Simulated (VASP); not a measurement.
# NiSb (P6_3/mmc) in VASP: settings compared

The runs below take NiSb through single point, relaxation of cell and atoms, with LDA, PBE, r2SCAN+D3(BJ).

All numbers are computed with VASP 6.6.1; they aren't measurements. Logs are shortened: lines on timing, memory, paths and dates and some standing lists are left out, and cuts for length are marked.

**1. The cell of the first run**

It takes space group P6_3/mmc (No. 194, hexagonal). Conventional cell: a = 3.686 Å, b = 3.686 Å, c = 4.807 Å, α = 90.00°, β = 90.00°, γ = 120.00°. Sb (site symmetry -6m2) has 6 Ni at 2.44 Å and 6 Sb at 3.21 Å within 3.3 Å. Ni (site symmetry -3m) has 2 Ni at 2.40 Å and 6 Sb at 2.44 Å within 3.2 Å.

**2. Single point, LDA, collinear spin, ferromagnetic start**

File INCAR:

```
SYSTEM = NiSb
PREC     = Accurate       ! precision mode
ENCUT    = 520            ! plane-wave cutoff, eV
EDIFF    = 1E-6           ! SCF threshold, eV
ISMEAR   = -1             ! smearing method
SIGMA    = 0.05           ! smearing width, eV
LREAL    = .False.        ! projectors in reciprocal space
LASPH    = .True.         ! aspherical terms in the spheres
NELM     = 150            ! most SCF steps
ALGO     = Normal         ! electronic algorithm
ISIF     = 2              ! what is computed and relaxed
LWAVE    = .False.        ! write WAVECAR
LCHARG   = .False.        ! write CHGCAR
ISPIN    = 2              ! spin polarisation
MAGMOM   = 0 0 1 1        ! initial moments
LORBIT   = 11             ! projections on sites
LMAXMIX  = 4              ! l up to which the mixer works
NBANDS   = 27             ! bands
```

File KPOINTS:

```
Automatic mesh
0
Gamma
  6 6 4
  0 0 0
```

File POSCAR:

```
NiSb
1.0
    3.6859095265      0.0000000000      0.0000000000
   -1.8429547632      3.1920912860      0.0000000000
    0.0000000000      0.0000000000      4.8065407867
Sb Ni
2 2
Direct
    0.6666666667      0.3333333333      0.7500000000
    0.3333333333      0.6666666667      0.2500000000
    0.0000000000      0.0000000000      0.5000000000
    0.0000000000      0.0000000000      0.0000000000
```

Potentials or basis: VASP PAW LDA potentials, release 64 (Sb, Ni).

On the command line:

```
> cat potpaw_LDA.64/Sb/POTCAR potpaw_LDA.64/Ni/POTCAR > POTCAR
> mpirun -np 1 vasp_std > vasp.out
```

OUTCAR:

```text
SYSTEM = NiSb
   PREC = Accurate
   ENCUT = 520
   EDIFF = 1E-6
   ISMEAR = -1
   LREAL = .False.
   LASPH = .True.
   NELM = 150
   ISIF = 2
   ISPIN = 2
   LORBIT = 11

 ion  position               nearest neighbor table
   1  0.667  0.333  0.750-   3 2.44   4 2.44   3 2.44   4 2.44   3 2.44   4 2.44   2 3.21   2 3.21
                             2 3.21   2 3.21   2 3.21   2 3.21
   2  0.333  0.667  0.250-   3 2.44   4 2.44   3 2.44   4 2.44   3 2.44   4 2.44   1 3.21   1 3.21
                             1 3.21   1 3.21   1 3.21   1 3.21
   3  0.000  0.000  0.500-   4 2.40   4 2.40   1 2.44   2 2.44   2 2.44   1 2.44   1 2.44   2 2.44

   4  0.000  0.000  0.000-   3 2.40   3 2.40   1 2.44   2 2.44   2 2.44   1 2.44   1 2.44   2 2.44

  LATTYP: Found a hexagonal cell.
 ALAT       =     3.6859095265
 C/A-ratio  =     1.3040311359

  Lattice vectors:

 A1 = (   3.6859095265,   0.0000000000,   0.0000000000)
 A2 = (  -1.8429547632,   3.1920912860,   0.0000000000)
 A3 = (   0.0000000000,   0.0000000000,   4.8065407867)

Analysis of symmetry for initial positions (statically):
=====================================================================
 Subroutine PRICEL returns:
 Original cell was already a primitive cell.

 Routine SETGRP: Setting up the symmetry group for a
 hexagonal supercell.

 Subroutine GETGRP returns: Found 24 space group operations
 (whereof 12 operations were pure point group operations)
 out of a pool of 24 trial point group operations.

The static configuration has the point symmetry D_3d.
 The point group associated with its full space group is D_6h.

Analysis of symmetry for dynamics (positions and initial velocities):
=====================================================================
 Subroutine PRICEL returns:
 Original cell was already a primitive cell.

 Routine SETGRP: Setting up the symmetry group for a
 hexagonal supercell.

 Subroutine GETGRP returns: Found 24 space group operations
 (whereof 12 operations were pure point group operations)
 out of a pool of 24 trial point group operations.

The dynamic configuration has the point symmetry D_3d.
 The point group associated with its full space group is D_6h.

Analysis of structural, dynamic, and magnetic symmetry:
=====================================================================
 Subroutine PRICEL returns:
 Original cell was already a primitive cell.

 Routine SETGRP: Setting up the symmetry group for a
 hexagonal supercell.

 Subroutine GETGRP returns: Found 24 space group operations
 (whereof 12 operations were pure point group operations)
 out of a pool of 24 trial point group operations.

[... 131 lines left out ...]
   LRPA    =     F    only Hartree local field effects (RPA)
 spin polarized calculation
  energy-cutoff  :      520.00
  volume of cell :       56.55
 maximum number of plane-waves:      1534
 NGX is ok and might be reduce to    28
   NGX = 13   NGY = 13   NGZ = 17

 number of electron      30.0000002 magnetization       0.0013463

 number of electron      30.0000002 magnetization      -0.0002977

 Free energy of the ion-electron system (eV)
  ---------------------------------------------------
  ext. energy  EPLUGINS =         0.00000000
  ---------------------------------------------------
  free energy    TOTEN  =       -23.38761362 eV

  energy without entropy =      -23.36628201  energy(sigma->0) =      -23.37694781

 E-fermi :  13.1798     XC(G=0): -12.7062

 val. band max:       13.1642281488   @ k =   0.3333   0.1667   0.2500
 cond. band min:      13.1910512246   @ k =   0.5000  -0.0000   0.5000
 fundamental gap:      0.0268230758
 Fermi energy:        13.1797891246

 spin component 1

 k-point     1 :       0.0000    0.0000    0.0000
  band No.  band energies     occupation
      1      -1.7063      1.00000
      2       4.1851      1.00000
      3       5.4481      1.00000
      4       7.9945      1.00000
      5       7.9945      1.00000
      6       8.8229      1.00000
[... 619 lines left out ...]
     26      22.5710      0.00000
     27      23.6893      0.00000
 Fermi energy:        13.1797891246

 spin component 2

 k-point     1 :       0.0000    0.0000    0.0000
  band No.  band energies     occupation
      1      -1.7063      1.00000
      2       4.1850      1.00000
      3       5.4480      1.00000
      4       7.9945      1.00000
      5       7.9945      1.00000
      6       8.8229      1.00000
[... 619 lines left out ...]
     26      22.5710      0.00000
     27      23.6892      0.00000

------------------------ aborting loop because EDIFF is reached ----------------------------------------

  FORCE on cell =-STRESS in cart. coord.  units (eV):
  Direction    XX          YY          ZZ          XY          YZ          ZX
  --------------------------------------------------------------------------------------
  -------------------------------------------------------------------------------------
  Total       10.7250624     10.7250624     10.7962856      0.0000000      0.0000000     -0.0000000
  in kB      303.8489963    303.8489963    305.8668020      0.0000000      0.0000000     -0.0000000
  external PRESSURE =     304.5215982 kB  Pullay stress =       0.0000000 kB

 VOLUME and BASIS-vectors are now :
 -----------------------------------------------------------------------------
  energy-cutoff  :      520.00
  volume of cell :       56.55
      direct lattice vectors                 reciprocal lattice vectors
     3.685909527  0.000000000  0.000000000     0.271303458  0.156637124  0.000000000
    -1.842954763  3.192091286  0.000000000     0.000000000  0.313274249  0.000000000
     0.000000000  0.000000000  4.806540787     0.000000000  0.000000000  0.208049831

 POSITION                                       TOTAL-FORCE (eV/Angst)
 -----------------------------------------------------------------------------------
      1.84295      1.06403      3.60491         0.000000     -0.000000      0.000000
     -0.00000      2.12806      1.20164        -0.000000      0.000000      0.000000
      0.00000      0.00000      2.40327        -0.000000      0.000000      0.000000
      0.00000      0.00000      0.00000        -0.000000      0.000000      0.000000
 -----------------------------------------------------------------------------------
    total drift:                               -0.000000      0.000000     -0.000000

  FREE ENERGIE OF THE ION-ELECTRON SYSTEM (eV)
  ---------------------------------------------------
  free  energy   TOTEN  =       -23.3876136193 eV

  energy  without entropy=      -23.3662820073  energy(sigma->0) =      -23.37694781

 total charge

# of ion       s       p       d       tot
------------------------------------------
    1        1.122   1.374   0.127   2.623
    2        1.122   1.374   0.127   2.623
    3        0.534   0.692   8.617   9.843
    4        0.534   0.692   8.617   9.843
--------------------------------------------------
tot          3.312   4.132  17.487  24.932

 magnetization (x)

# of ion       s       p       d       tot
------------------------------------------
    1       -0.000  -0.000  -0.000  -0.000
    2       -0.000  -0.000  -0.000  -0.000
    3       -0.000  -0.000  -0.000  -0.000
    4       -0.000  -0.000  -0.000  -0.000
--------------------------------------------------
tot         -0.000  -0.000  -0.000  -0.000
```

OSZICAR:

```text
N       E                     dE             d eps       ncg     rms          rms(c)
DAV:   1     0.185547039261E+03    0.18555E+03   -0.11808E+04  2276   0.119E+03
DAV:   2    -0.121338476644E+02   -0.19768E+03   -0.18531E+03  2306   0.266E+02
DAV:   3    -0.244239888065E+02   -0.12290E+02   -0.11901E+02  2681   0.787E+01
DAV:   4    -0.247043321914E+02   -0.28034E+00   -0.27944E+00  2617   0.111E+01
DAV:   5    -0.247134273751E+02   -0.90952E-02   -0.90944E-02  2881   0.209E+00    0.168E+01
DAV:   6    -0.257915595353E+02   -0.10781E+01   -0.13762E+01  2708   0.688E+01    0.132E+01
DAV:   7    -0.234999894457E+02    0.22916E+01   -0.64283E+00  2766   0.508E+01    0.521E+00
DAV:   8    -0.234094449259E+02    0.90545E-01   -0.34205E-01  2472   0.345E+00    0.172E+00
DAV:   9    -0.233878401117E+02    0.21605E-01   -0.49373E-02  2852   0.381E+00    0.439E-01
DAV:  10    -0.233879045339E+02   -0.64422E-04   -0.45702E-03  2498   0.451E-01    0.140E-01
DAV:  11    -0.233877122606E+02    0.19227E-03   -0.55086E-04  2836   0.334E-01    0.914E-02
DAV:  12    -0.233876158401E+02    0.96421E-04   -0.12450E-04  2951   0.211E-01    0.387E-02
DAV:  13    -0.233876150215E+02    0.81854E-06   -0.13564E-05  2782   0.239E-02    0.162E-02
DAV:  14    -0.233876139682E+02    0.10533E-05   -0.13472E-06  1495   0.204E-02    0.610E-03
DAV:  15    -0.233876136193E+02    0.34892E-06   -0.63116E-07  1544   0.985E-03
   1 F= -.23387614E+02 E0= -.23376948E+02  d E =-.213316E-01  mag=    -0.0000
```

It took 47 s on 1 thread of Intel Xeon Platinum 8488C (Sapphire Rapids), shared host; peak memory 0.18 GiB.

What came out:

| Item | Value |
| --- | --- |
| Free energy | -23.3876 eV |
| Pressure | 30.5 GPa |
| Band gap on the k mesh | zero (filled and empty bands overlap) |
| Net moment | 0.00 μB per cell |
| Valence electrons inside the program's atomic spheres | Sb 2.62; Ni 9.84 |

Stress tensor (GPa, compression positive):
```
30.38  0.00  0.00
 0.00 30.38  0.00
 0.00  0.00 30.59
```

Caveat: the cell stands under pressure; the moments typed at the start vanished in this run; spin-orbit coupling is left out, which moves the levels of the heavy elements.

**3. Relaxation of cell and atoms, LDA, collinear spin, ferromagnetic start, target pressure 30 GPa, at which the enthalpy is minimised**

This run uses another cell than the first one, of 17.10 Å³/atom.

File INCAR:

```
SYSTEM = NiSb
  ALGO = Normal
  EDIFF = 1E-6
  EDIFFG = -0.01
  ENCUT = 600
  GGA = CA
  IBRION = 2
  ISIF = 3
  ISMEAR = -1
  ISPIN = 2
  LASPH = .TRUE.
  LCHARG = .FALSE.
  LMAXMIX = 4
  LORBIT = 11
  LREAL = .FALSE.
  LWAVE = .FALSE.
  MAGMOM = 0 0 1 1
  NELM = 150
  NSW = 60
  PREC = Accurate
  PSTRESS = 300.0
  SIGMA = 0.05
```

File KPOINTS:

```
k-points
0
G
  6 6 4
  0 0 0
```

File POSCAR:

```
NiSb
1.0
    3.9280000000      0.0000000000      0.0000000000
   -1.9640000000      3.4017477861      0.0000000000
    0.0000000000      0.0000000000      5.1200000000
Sb Ni
2 2
Direct
    0.6666666667      0.3333333333      0.7500000000
    0.3333333333      0.6666666667      0.2500000000
    0.0000000000      0.0000000000      0.5000000000
    0.0000000000      0.0000000000      0.0000000000
```

Potentials or basis: VASP PAW LDA potentials, release 64 (Sb, Ni).

On the command line:

```
> cat potpaw_LDA.64/Sb/POTCAR potpaw_LDA.64/Ni/POTCAR > POTCAR
> mpirun -np 1 vasp_std > vasp.out
```

OUTCAR:

```text
SYSTEM = NiSb
   EDIFF = 1E-6
   EDIFFG = -0.01
   ENCUT = 600
   GGA = CA
   IBRION = 2
   ISIF = 3
   ISMEAR = -1
   ISPIN = 2
   LASPH = .TRUE.
   LORBIT = 11
   LREAL = .FALSE.
   NELM = 150
   NSW = 60
   PREC = Accurate
   PSTRESS = 300.0

 ion  position               nearest neighbor table
   1  0.667  0.333  0.750-   3 2.60   4 2.60   3 2.60   4 2.60   3 2.60   4 2.60   2 3.42   2 3.42
                             2 3.42   2 3.42   2 3.42   2 3.42
   2  0.333  0.667  0.250-   3 2.60   4 2.60   3 2.60   4 2.60   3 2.60   4 2.60   1 3.42   1 3.42
                             1 3.42   1 3.42   1 3.42   1 3.42
   3  0.000  0.000  0.500-   4 2.56   4 2.56   1 2.60   2 2.60   1 2.60   2 2.60   1 2.60   2 2.60

   4  0.000  0.000  0.000-   3 2.56   3 2.56   1 2.60   2 2.60   1 2.60   2 2.60   1 2.60   2 2.60

  LATTYP: Found a hexagonal cell.
 ALAT       =     3.9280000000
 C/A-ratio  =     1.3034623218

  Lattice vectors:

 A1 = (   3.9280000000,   0.0000000000,   0.0000000000)
 A2 = (  -1.9640000000,   3.4017477861,   0.0000000000)
 A3 = (   0.0000000000,   0.0000000000,   5.1200000000)

Analysis of symmetry for initial positions (statically):
=====================================================================
 Subroutine PRICEL returns:
 Original cell was already a primitive cell.

 Routine SETGRP: Setting up the symmetry group for a
 hexagonal supercell.

[... 184 lines left out ...]
  free energy    TOTEN  =       -24.09308012 eV

  energy without entropy =      -24.07215258  energy(sigma->0) =      -24.08261635

 E-fermi :   9.9424     XC(G=0): -11.7418

 val. band max:        9.8638739510   @ k =   0.0000   0.0000   0.0000
 cond. band min:       9.9957167561   @ k =   0.3333   0.1667   0.2500
 fundamental gap:      0.1318428051
 Fermi energy:         9.9424443955

 spin component 1

 k-point     1 :       0.0000    0.0000    0.0000
  band No.  band energies     occupation
      1      -3.1023      1.00000
      2       1.4267      1.00000
      3       3.6559      1.00000
      4       5.9240      1.00000
      5       5.9240      1.00000
      6       6.7024      1.00000
[... 1125 lines left out ...]
 number of electron      29.9999999 magnetization      -0.0000000

 number of electron      29.9999999 magnetization       0.0000000

 Free energy of the ion-electron system (eV)
  ---------------------------------------------------
  ext. energy  EPLUGINS =         0.00000000
  ---------------------------------------------------
  free energy    TOTEN  =       -23.40920515 eV

  energy without entropy =      -23.38789556  energy(sigma->0) =      -23.39855035

 E-fermi :  13.1477     XC(G=0): -12.6971

 val. band max:       13.1323923142   @ k =   0.3333   0.1667   0.2500
 cond. band min:      13.1602343475   @ k =   0.5000   0.0000   0.5000
 fundamental gap:      0.0278420332
 Fermi energy:        13.1476508931

 spin component 1

 k-point     1 :       0.0000    0.0000    0.0000
  band No.  band energies     occupation
      1      -1.7203      1.00000
      2       4.1550      1.00000
      3       5.4284      1.00000
      4       7.9744      1.00000
      5       7.9744      1.00000
      6       8.8023      1.00000
[... 993 lines left out ...]
  energy  without entropy=      -23.3878955568  energy(sigma->0) =      -23.39855035

  enthalpy is  TOTEN    =       -12.8016423809 eV   P V=       10.6075627696

 reached required accuracy - stopping structural energy minimisation

 total charge

# of ion       s       p       d       tot
------------------------------------------
    1        1.122   1.372   0.126   2.621
    2        1.122   1.372   0.126   2.621
    3        0.533   0.690   8.615   9.839
    4        0.533   0.690   8.615   9.839
--------------------------------------------------
tot          3.311   4.124  17.484  24.919

 magnetization (x)

# of ion       s       p       d       tot
------------------------------------------
    1        0.000  -0.000  -0.000  -0.000
    2        0.000  -0.000  -0.000  -0.000
    3       -0.000   0.000   0.000   0.000
    4       -0.000   0.000   0.000   0.000
--------------------------------------------------
tot         -0.000   0.000   0.000   0.000
```

OSZICAR:

```text
N       E                     dE             d eps       ncg     rms          rms(c)
DAV:   1     0.179193964590E+03    0.17919E+03   -0.13590E+04  1680   0.174E+03
DAV:   2    -0.148895065821E+02   -0.19408E+03   -0.18786E+03  1700   0.326E+02
[... 66 lines left out ...]
DAV:   3    -0.234107106379E+02    0.83928E-01   -0.30011E-01  1856   0.120E+01    0.337E-01
DAV:   4    -0.234096800526E+02    0.10306E-02   -0.11765E-02  1728   0.637E-01    0.175E-01
DAV:   5    -0.234092162033E+02    0.46385E-03   -0.99262E-04  2048   0.634E-01    0.585E-02
DAV:   6    -0.234092151560E+02    0.10473E-05   -0.10604E-04  1752   0.696E-02    0.364E-02
DAV:   7    -0.234092043598E+02    0.10796E-04   -0.27906E-05  2288   0.102E-01    0.711E-03
DAV:   8    -0.234092051505E+02   -0.79066E-06   -0.70008E-06  1680   0.279E-02
   5 F= -.12801642E+02 E0= -.12790988E+02  d E =-.151871E+01  mag=    -0.0000
```

CONTCAR:

```text
NiSb
   1.00000000000000
     3.6876811146885222    0.0000000000000000   -0.0000000000000000
    -1.8438405573442611    3.1936255264083568    0.0000000000000000
    -0.0000000000000000    0.0000000000000000    4.8102493316551778
  Sb              Ni
     2     2
Direct
     0.6666666667000030    0.3333333332999970    0.7500000000000000
     0.3333333332999970    0.6666666667000030    0.2500000000000000
     0.0000000000000000    0.0000000000000000    0.5000000000000000
     0.0000000000000000    0.0000000000000000    0.0000000000000000

  0.00000000E+00  0.00000000E+00  0.00000000E+00
  0.00000000E+00  0.00000000E+00  0.00000000E+00
  0.00000000E+00  0.00000000E+00  0.00000000E+00
  0.00000000E+00  0.00000000E+00  0.00000000E+00
```

It took 4.2 min on 1 thread of Intel Xeon Platinum 8488C (Sapphire Rapids), shared host; peak memory 0.23 GiB.

Results:

```
Free energy                                                : -23.4092 eV
Relaxed volume                                             : 14.16 Å³/atom
Relaxed cell                                               : a = 3.688 Å, b = 3.688 Å, c = 4.810 Å, α = 90.00°, β = 90.00°, γ = 120.00°
Space group after relaxing (to 0.1 Å)                      : P6_3/mmc (No. 194)
Energy change on relaxing (the run minimises the enthalpy) : +171.0 meV/atom
Ionic steps                                                : 5
Pressure after relaxing                                    : 30.0 GPa
Band gap on the k mesh                                     : zero (filled and empty bands overlap)
Net moment                                                 : 0.00 μB per cell
Valence electrons inside the program's atomic spheres      : Sb 2.62; Ni 9.84
```

The path:
| step | energy change (eV) | largest force (eV/Å) | pressure (GPa) | volume (Å³) |
| --- | --- | --- | --- | --- |
| 1 | 0.0000 | 0.0000 | -4.99 | 68.41 |
| 2 | 15.3388 | 0.0000 | 299.18 | 37.69 |
| 3 | 0.4409 | 0.0000 | 23.26 | 58.12 |
| 4 | 0.5769 | 0.0000 | 27.16 | 57.25 |
| 5 | 0.6839 | 0.0000 | 29.98 | 56.65 |

Final structure:
```
CELL_PARAMETERS angstrom
3.68768 0.00000 0.00000
-1.84384 3.19363 0.00000
0.00000 0.00000 4.81025
ATOMIC_POSITIONS crystal
Sb 0.66667 0.33333 0.75000
Sb 0.33333 0.66667 0.25000
Ni 0.00000 0.00000 0.50000
Ni 0.00000 0.00000 0.00000
```

Caveat: the cell is relaxed towards a set pressure, so the run minimises the enthalpy, not the energy; the volume moved by over 15 % at a fixed basis, so the end points are rough; the moments typed at the start vanished in this run; spin-orbit coupling is left out, which moves the levels of the heavy elements. Zero-point motion and thermal expansion aren't in these numbers.

[end of part 1 of 2]

The gap in the log of VASP goes by the Fermi energy; the results here count the filled bands.